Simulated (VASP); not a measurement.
# InSb (P4/mmm) in VASP: a series of runs

Runs on InSb. Level: PBE. Tasks: single point.

Everything below comes from runs of VASP 6.6.1. Logs are shortened: lines on timing, memory, paths and dates and some standing lists are left out, and cuts for length are marked.

### Step 1. The cell of the first run

Symmetry: P4/mmm, No. 123, tetragonal system. The conventional cell has a = 3.077 Å, b = 3.077 Å, c = 6.215 Å, α = 90.00°, β = 90.00°, γ = 90.00°. In (site symmetry 4/mmm) has 4 In at 3.08 Å and 2 Sb at 3.11 Å within 4.0 Å. Within 4.0 Å of Sb (site symmetry 4/mmm) lie 4 Sb at 3.08 Å and 2 In at 3.11 Å.

### Step 2. Single point, PBE

Contents of INCAR:

```
ALGO = Normal ; EDIFF = 1E-7
ENCUT = 520 ; GGA = PE
ISIF = 2 ; ISMEAR = 0
LASPH = True ; LCHARG = False
LREAL = False ; LWAVE = False
NBANDS = 16 ; NELM = 80
PREC = Accurate ; SIGMA = 0.15
```

Contents of KPOINTS:

```
k-points
0
Gamma
  16 16 8
```

Contents of POSCAR:

```
InSb
1.0
    3.0766560000      0.0000000000      0.0000000000
    0.0000000000      3.0766560000      0.0000000000
    0.0000000000      0.0000000000      6.2154700000
In Sb
1 1
Direct
    0.0000000000      0.0000000000      0.0000000000
    0.0000000000      0.0000000000      0.5000000000
```

Potentials or basis: VASP PAW PBE potentials, release 64 (In_d, Sb).

Launch:

```console
$ cat potpaw_PBE.64/In_d/POTCAR potpaw_PBE.64/Sb/POTCAR > POTCAR
$ mpirun -np 1 vasp_std > vasp.out
```

OUTCAR:

```text
EDIFF = 1E-7
   ENCUT = 520
   GGA = PE
   ISIF = 2
   ISMEAR = 0
   LASPH = True
   LREAL = False
   NELM = 80
   PREC = Accurate

 ion  position               nearest neighbor table
   1  0.000  0.000  0.000-   2 3.11   2 3.11
   2  0.000  0.000  0.500-   1 3.11   1 3.11

  LATTYP: Found a simple tetragonal cell.
 ALAT       =     3.0766560000
 C/A-ratio  =     2.0202031036

  Lattice vectors:

 A1 = (   3.0766560000,   0.0000000000,   0.0000000000)
 A2 = (   0.0000000000,   3.0766560000,   0.0000000000)
 A3 = (   0.0000000000,   0.0000000000,   6.2154700000)

Analysis of symmetry for initial positions (statically):
=====================================================================
 Subroutine PRICEL returns:
 Original cell was already a primitive cell.

 Routine SETGRP: Setting up the symmetry group for a
 simple tetragonal supercell.

 Subroutine GETGRP returns: Found 16 space group operations
 (whereof 16 operations were pure point group operations)
 out of a pool of 16 trial point group operations.

The static configuration has the point symmetry D_4h.

Analysis of symmetry for dynamics (positions and initial velocities):
=====================================================================
 Subroutine PRICEL returns:
 Original cell was already a primitive cell.

 Routine SETGRP: Setting up the symmetry group for a
 simple tetragonal supercell.

 Subroutine GETGRP returns: Found 16 space group operations
 (whereof 16 operations were pure point group operations)
 out of a pool of 16 trial point group operations.

The dynamic configuration has the point symmetry D_4h.

 Subroutine INISYM returns: Found 16 space group operations
 (whereof 16 operations are pure point group operations),
 and found     1 'primitive' translations

----------------------------------------------------------------------------------------

                                     Primitive cell

  volume of cell :      58.8345

  direct lattice vectors                    reciprocal lattice vectors
     3.076656000  0.000000000  0.000000000     0.325028212  0.000000000  0.000000000
     0.000000000  3.076656000  0.000000000     0.000000000  0.325028212  0.000000000
     0.000000000  0.000000000  6.215470000     0.000000000  0.000000000  0.160888879

  length of vectors
     3.076656000  3.076656000  6.215470000     0.325028212  0.325028212  0.160888879

  position of ions in fractional coordinates (direct lattice)
     0.000000000  0.000000000  0.000000000
     0.000000000  0.000000000  0.500000000

  ion indices of the primitive-cell ions
   primitive index   ion index
                 1           1
                 2           2

----------------------------------------------------------------------------------------

 KPOINTS: k-points

Automatic generation of k-mesh.
 Grid dimensions read from file:
 generate k-points for:   16   16    8

 Generating k-lattice:

  Cartesian coordinates                     Fractional coordinates (reciprocal lattice)
     0.020314263  0.000000000  0.000000000     0.062500000  0.000000000  0.000000000
     0.000000000  0.020314263  0.000000000     0.000000000  0.062500000  0.000000000
     0.000000000  0.000000000  0.020111110     0.000000000  0.000000000  0.125000000

  Length of vectors
     0.020314263  0.020314263  0.020111110

  Shift w.r.t. Gamma in fractional coordinates (k-lattice)
     0.000000000  0.000000000  0.000000000

 Subroutine IBZKPT returns following result:
 ===========================================

 Found    225 irreducible k-points:

 Following reciprocal coordinates:
            Coordinates               Weight
  0.000000  0.000000  0.000000      1.000000
  0.062500  0.000000  0.000000      4.000000
  0.125000  0.000000  0.000000      4.000000
  0.187500  0.000000  0.000000      4.000000
  0.250000  0.000000  0.000000      4.000000
  0.312500  0.000000  0.000000      4.000000
[... 16 lines left out ...]
  0.437500  0.125000  0.000000      8.000000
  0.500000  0.125000  0.000000      4.000000
 [... further k-points ...]
   k-points           NKPTS =    225   k-points in BZ     NKDIM =    225   number of bands    NBANDS=     16
   number of dos      NEDOS =    301   number of ions     NIONS =      2
   total plane-waves  NPLWV =  27648
   dimension x,y,z NGX =    24 NGY =   24 NGZ =   48
   dimension x,y,z NGXF=    48 NGYF=   48 NGZF=   96
   ions per type =               1   1
   NGX,Y,Z   is equivalent  to a cutoff of  12.97, 12.97, 12.84 a.u.
   NGXF,Y,Z  is equivalent  to a cutoff of  25.94, 25.94, 25.68 a.u.
 SYSTEM =  unknown system
   PREC   = accura    normal or accurate (medium, high low for compatibility)
   ISTART =      0    job   : 0-new  1-cont  2-samecut
   ICHARG =      2    charge: 1-file 2-atom 10-const
   ISPIN  =      1    spin polarized calculation?
   LNONCOLLINEAR =      F non collinear calculations
   LSORBIT =      F    spin-orbit coupling
   LASPH  =      T    aspherical Exc in radial PAW
   ENCUT  =  520.0 eV  38.22 Ry    6.18 a.u.   5.72  5.72 11.56*2*pi/ulx,y,z
   NELM   =     80;   NELMIN=  2; NELMDL= -5     # of ELM steps
   EDIFF  = 0.1E-06   stopping-criterion for ELM
   LREAL  =      F    real-space projection
   EDIFFG = 0.1E-05   stopping-criterion for IOM
   NSW    =      0    number of steps for IOM
   IBRION =     -1    ionic relax: 0-MD 1-quasi-New 2-CG
   NFREE  =      0    steps in history (QN), initial steepest desc. (CG)
   ISIF   =      2    stress and relaxation
   ISYM   =      2    0-nonsym 1-usesym 2-fastsym
   POTIM  = 0.5000    time-step for ionic-motion
   TEBEG  =    0.0;   TEEND  =   0.0 temperature during run
   PSTRESS=    0.0 pullay stress
   NELECT =      18.0000    total number of electrons
   NUPDOWN=      -1.0000    fix difference up-down
   EMIN   =  10.00;   EMAX   =-10.00  energy-range for DOS
   EFERMI =   0.00;   METHOD = LEGACY
   ISMEAR =     0;   SIGMA  =   0.15  broadening in eV -4-tet -1-fermi 0-gaus
   EFERMI_NEDOS =   21; number of points for ismear=-14 and -15
   IALGO  =     38    algorithm
   IMIX   =      4    mixing-type and parameters
     AMIX     =   0.40;   BMIX     =  1.00
     AMIX_MAG =   1.60;   BMIX_MAG =  1.00
  volume/ion in A,a.u.               =      29.42       198.52
  Fermi-wavevector in a.u.,A,eV,Ry     =   1.103117  2.084590 16.556493  1.216868
  Thomas-Fermi vector in A             =   2.239571
   LORBIT       =      0    0 simple, 1 ext, 2 COOP (PROOUT), +10 PAW based schemes
   GGA     = PE    functional components
   LHFCALC =     F    Hartree Fock is set to
   AEXX    =    0.0000 exact exchange contribution
   IVDW    =     0    specifies the selected vdW correction
   LEPSILON=     F    determine dielectric tensor
   LRPA    =     F    only Hartree local field effects (RPA)
 non-spin polarized calculation
 Gauss-broadening in eV      SIGMA  =   0.15
  energy-cutoff  :      520.00
  volume of cell :       58.83
 maximum number of plane-waves:      1602
 NGX is ok and might be reduce to    24
   NGX = 11   NGY = 11   NGZ = 23

 number of electron      17.9999986 magnetization

 Free energy of the ion-electron system (eV)
  ---------------------------------------------------
  ext. energy  EPLUGINS =         0.00000000
  ---------------------------------------------------
  free energy    TOTEN  =        -6.59491334 eV

  energy without entropy =       -6.58544526  energy(sigma->0) =       -6.59017930

 E-fermi :   6.6665     XC(G=0):  -9.6521

 val. band max:        6.6577492790   @ k =   0.5000   0.1875   0.2500
 cond. band min:       6.6683816322   @ k =   0.4375   0.2500   0.0000
 fundamental gap:      0.0106323533
 Fermi energy:         6.6665275019

 k-point     1 :       0.0000    0.0000    0.0000
  band No.  band energies     occupation
      1      -8.2862      2.00000
      2      -8.0663      2.00000
      3      -7.7106      2.00000
      4      -7.7106      2.00000
      5      -7.6254      2.00000
      6      -4.8819      2.00000
[... 8 lines left out ...]
     15      15.5160      0.00000
     16      16.1828      0.00000

 k-point     2 :       0.0625    0.0000    0.0000
  band No.  band energies     occupation
      1      -8.2725      2.00000
      2      -8.0583      2.00000
      3      -7.7199      2.00000
      4      -7.7098      2.00000
      5      -7.6323      2.00000
      6      -4.8225      2.00000
[... 8 lines left out ...]
     15      15.5940      0.00000
     16      16.5439      0.00000

 k-point     3 :       0.1250    0.0000    0.0000
  band No.  band energies     occupation
      1      -8.2375      2.00000
      2      -8.0315      2.00000
      3      -7.7463      2.00000
      4      -7.7076      2.00000
      5      -7.6521      2.00000
      6      -4.6451      2.00000
[... 8 lines left out ...]
     15      15.7384      0.00000
     16      15.8247      0.00000

 k-point     4 :       0.1875    0.0000    0.0000
  band No.  band energies     occupation
      1      -8.1966      2.00000
      2      -7.9800      2.00000
      3      -7.7854      2.00000
      4      -7.7044      2.00000
      5      -7.6816      2.00000
      6      -4.3526      2.00000
[... 8 lines left out ...]
     15      16.0331      0.00000
     16      16.1972      0.00000

 k-point     5 :       0.2500    0.0000    0.0000
  band No.  band energies     occupation
      1      -8.1636      2.00000
      2      -7.9043      2.00000
      3      -7.8309      2.00000
      4      -7.7161      2.00000
      5      -7.7005      2.00000
      6      -3.9524      2.00000
[... 8 lines left out ...]
     15      16.3780      0.00000
     16      16.6921      0.00000

 k-point     6 :       0.3125    0.0000    0.0000
  band No.  band energies     occupation
      1      -8.1407      2.00000
      2      -7.8756      2.00000
      3      -7.8188      2.00000
      4      -7.7503      2.00000
      5      -7.6967      2.00000
      6      -3.4619      2.00000
[... 8 lines left out ...]
     15      16.7975      0.00000
     16      17.2756      0.00000

 k-point     7 :       0.3750    0.0000    0.0000
  band No.  band energies     occupation
      1      -8.1256      2.00000
      2      -7.9130      2.00000
      3      -7.7791      2.00000
      4      -7.7422      2.00000
      5      -7.6934      2.00000
      6      -2.9233      2.00000
[... 8 lines left out ...]
     15      17.2909      0.00000
     16      17.8866      0.00000

 k-point     8 :       0.4375    0.0000    0.0000
  band No.  band energies     occupation
      1      -8.1169      2.00000
      2      -7.9377      2.00000
      3      -7.7983      2.00000
      4      -7.6912      2.00000
      5      -7.6898      2.00000
      6      -2.4406      2.00000
[... 8 lines left out ...]
     15      17.8097      0.00000
     16      18.4067      0.00000

 k-point     9 :       0.5000    0.0000    0.0000
  band No.  band energies     occupation
      1      -8.1140      2.00000
      2      -7.9463      2.00000
      3      -7.8050      2.00000
      4      -7.6904      2.00000
      5      -7.6713      2.00000
      6      -2.2269      2.00000
[... 8 lines left out ...]
     15      18.0990      0.00000
     16      18.6593      0.00000
[... 172 lines left out ...]
 k-point    19 :       0.1875    0.1250    0.0000
  band No.  band energies     occupation
      1      -8.1231      2.00000
      2      -7.9686      2.00000
      3      -7.7820      2.00000
      4      -7.7388      2.00000
      5      -7.7130      2.00000
      6      -4.1164      2.00000
[... 8 lines left out ...]
     15      16.0138      0.00000
     16      16.2830      0.00000

 k-point    20 :       0.2500    0.1250    0.0000
  band No.  band energies     occupation
      1      -8.0836      2.00000
      2      -7.8984      2.00000
      3      -7.8268      2.00000
      4      -7.7501      2.00000
      5      -7.7346      2.00000
      6      -3.7166      2.00000
[... 8 lines left out ...]
     15      16.3199      0.00000
     16      16.6302      0.00000

 k-point    21 :       0.3125    0.1250    0.0000
  band No.  band energies     occupation
      1      -8.0603      2.00000
      2      -7.8710      2.00000
      3      -7.8136      2.00000
      4      -7.7854      2.00000
      5      -7.7303      2.00000
      6      -3.2263      2.00000
[... 8 lines left out ...]
     15      16.6478      0.00000
     16      17.0723      0.00000

 k-point    22 :       0.3750    0.1250    0.0000
  band No.  band energies     occupation
      1      -8.0463      2.00000
      2      -7.9079      2.00000
      3      -7.8191      2.00000
      4      -7.7322      2.00000
      5      -7.7267      2.00000
      6      -2.6875      2.00000
[... 8 lines left out ...]
     15      16.3281      0.00000
     16      17.3581      0.00000

 k-point    23 :       0.4375    0.1250    0.0000
  band No.  band energies     occupation
      1      -8.0383      2.00000
      2      -7.9323      2.00000
      3      -7.8395      2.00000
      4      -7.7242      2.00000
      5      -7.6784      2.00000
      6      -2.2043      2.00000
[... 8 lines left out ...]
     15      16.1021      0.00000
     16      17.9110      0.00000

 k-point    24 :       0.5000    0.1250    0.0000
  band No.  band energies     occupation
      1      -8.0357      2.00000
      2      -7.9409      2.00000
      3      -7.8467      2.00000
      4      -7.7233      2.00000
      5      -7.6592      2.00000
      6      -1.9902      2.00000
[... 8 lines left out ...]
     15      16.3504      0.00000
     16      18.2658      0.00000

 [... further k-points ...]
[... 5 lines left out ...]
  --------------------------------------------------------------------------------------
  -------------------------------------------------------------------------------------
  Total        0.2128038      0.2128038      0.1348001      0.0000000      0.0000000      0.0000000
  in kB        5.7950611      5.7950611      3.6708703      0.0000000      0.0000000      0.0000000
  external PRESSURE =       5.0869975 kB  Pullay stress =       0.0000000 kB

 VOLUME and BASIS-vectors are now :
 -----------------------------------------------------------------------------
  energy-cutoff  :      520.00
  volume of cell :       58.83
      direct lattice vectors                 reciprocal lattice vectors
     3.076656000  0.000000000  0.000000000     0.325028212  0.000000000  0.000000000
     0.000000000  3.076656000  0.000000000     0.000000000  0.325028212  0.000000000
     0.000000000  0.000000000  6.215470000     0.000000000  0.000000000  0.160888879

 POSITION                                       TOTAL-FORCE (eV/Angst)
 -----------------------------------------------------------------------------------
      0.00000      0.00000      0.00000         0.000000      0.000000      0.000000
      0.00000      0.00000      3.10773         0.000000      0.000000      0.000000
 -----------------------------------------------------------------------------------
    total drift:                                0.000000     -0.000000     -0.000000

  FREE ENERGIE OF THE ION-ELECTRON SYSTEM (eV)
  ---------------------------------------------------
  free  energy   TOTEN  =        -6.5949133394 eV

  energy  without entropy=       -6.5854452631  energy(sigma->0) =       -6.59017930
```

It took 3.2 min on 1 thread of Intel Xeon 8259CL, shared host; peak memory 0.34 GiB.

Results:

```yaml
Free_energy: -6.5949 eV
Pressure: 0.5 GPa
Band_gap_on_the_k_mesh: zero (band 9 reaches 10.91 eV, above the bottom of band 10 at 5.05 eV)
```

Stress tensor (GPa, compression positive):
```
0.58 0.00 0.00
0.00 0.58 0.00
0.00 0.00 0.37
```

Caveat: spin-orbit coupling is left out, which moves the levels of the heavy elements.

### Step 3. Single point, PBE

Contents of INCAR:

```
SYSTEM = InSb
PREC = Accurate
ENCUT = 520
EDIFF = 1E-6
ISMEAR = 0
SIGMA = 0.15
LREAL = .False.
LASPH = .True.
NELM = 60
ALGO = Normal
ISIF = 2
LWAVE = .False.
LCHARG = .True.
GGA = PE
LELF = .True.
LVHAR = .True.
NBANDS = 16
```

Contents of KPOINTS:

```
regular mesh
0
Gamma
  18 18 10
  0 0 0
```

POSCAR is that of step 2.

Potentials or basis: VASP PAW PBE potentials, release 64 (In_d, Sb).

Launch:

```console
$ cat potpaw_PBE.64/In_d/POTCAR potpaw_PBE.64/Sb/POTCAR > POTCAR
$ mpirun -np 1 vasp_std > vasp.out
```

OUTCAR:

```text
SYSTEM = InSb
   PREC = Accurate
   ENCUT = 520
   EDIFF = 1E-6
   ISMEAR = 0
   LREAL = .False.
   LASPH = .True.
   NELM = 60
   ISIF = 2
   GGA = PE

 ion  position               nearest neighbor table
   1  0.000  0.000  0.000-   2 3.11   2 3.11
   2  0.000  0.000  0.500-   1 3.11   1 3.11

  LATTYP: Found a simple tetragonal cell.
 ALAT       =     3.0766560000
 C/A-ratio  =     2.0202031036

  Lattice vectors:

 A1 = (   3.0766560000,   0.0000000000,   0.0000000000)
 A2 = (   0.0000000000,   3.0766560000,   0.0000000000)
 A3 = (   0.0000000000,   0.0000000000,   6.2154700000)

Analysis of symmetry for initial positions (statically):
=====================================================================
 Subroutine PRICEL returns:
 Original cell was already a primitive cell.

 Routine SETGRP: Setting up the symmetry group for a
 simple tetragonal supercell.

 Subroutine GETGRP returns: Found 16 space group operations
 (whereof 16 operations were pure point group operations)
 out of a pool of 16 trial point group operations.

The static configuration has the point symmetry D_4h.

Analysis of symmetry for dynamics (positions and initial velocities):
[... 155 lines left out ...]
  ---------------------------------------------------
  free energy    TOTEN  =        -6.57918957 eV

  energy without entropy =       -6.56484758  energy(sigma->0) =       -6.57201857

 E-fermi :   6.6286     XC(G=0):  -9.6548

 val. band max:        6.6260438798   @ k =   0.2222   0.1667   0.2000
 cond. band min:       6.6295064816   @ k =   0.4444   0.3333   0.2000
 fundamental gap:      0.0034626019
 Fermi energy:         6.6285588610

 k-point     1 :       0.0000    0.0000    0.0000
  band No.  band energies     occupation
      1      -8.2997      2.00000
      2      -8.0809      2.00000
      3      -7.7249      2.00000
      4      -7.7249      2.00000
      5      -7.6388      2.00000
      6      -4.8780      2.00000
[... 433 lines left out ...]
      3      -7.8089      2.00000
      4      -7.7951      2.00000
      5      -7.7366      2.00000
      6      -3.0945      2.00000
[... 8 lines left out ...]
     15      16.7487      0.00000
     16      17.2936      0.00000

 [... further k-points ...]
[... 5 lines left out ...]
  --------------------------------------------------------------------------------------
  -------------------------------------------------------------------------------------
  Total        0.2458548      0.2458548      0.0407071      0.0000000      0.0000000      0.0000000
  in kB        6.6951057      6.6951057      1.1085349      0.0000000      0.0000000      0.0000000
  external PRESSURE =       4.8329154 kB  Pullay stress =       0.0000000 kB

 VOLUME and BASIS-vectors are now :
 -----------------------------------------------------------------------------
  energy-cutoff  :      520.00
  volume of cell :       58.83
      direct lattice vectors                 reciprocal lattice vectors
     3.076656000  0.000000000  0.000000000     0.325028212  0.000000000  0.000000000
     0.000000000  3.076656000  0.000000000     0.000000000  0.325028212  0.000000000
     0.000000000  0.000000000  6.215470000     0.000000000  0.000000000  0.160888879

 POSITION                                       TOTAL-FORCE (eV/Angst)
 -----------------------------------------------------------------------------------
      0.00000      0.00000      0.00000         0.000000      0.000000      0.000000
      0.00000      0.00000      3.10773         0.000000      0.000000      0.000000
 -----------------------------------------------------------------------------------
    total drift:                                0.000000     -0.000000     -0.000000

  FREE ENERGIE OF THE ION-ELECTRON SYSTEM (eV)
  ---------------------------------------------------
  free  energy   TOTEN  =        -6.5791895736 eV

  energy  without entropy=       -6.5648475761  energy(sigma->0) =       -6.57201857
```

stdout:

```text
POSCAR found type information on POSCAR InSb
 POSCAR found :  2 types and       2 ions
 scaLAPACK will be used
 LDA part: xc-table for (Slater+PW92), standard interpolation
 POSCAR, INCAR and KPOINTS ok, starting setup
 FFT: planning ... GRIDC
 FFT: planning ... GRID_SOFT
 FFT: planning ... GRID
 WAVECAR not read
 entering main loop
```

Wall time 4.7 min (1 thread of Intel Xeon 8259CL, shared host); peak memory 0.43 GiB.

Results:

```yaml
Free_energy: -6.5792 eV
Pressure: 0.5 GPa
Band_gap_on_the_k_mesh: zero (band 9 reaches 10.91 eV, above the bottom of band 10 at 4.98 eV)
```

Caveat: spin-orbit coupling is left out, which moves the levels of the heavy elements.
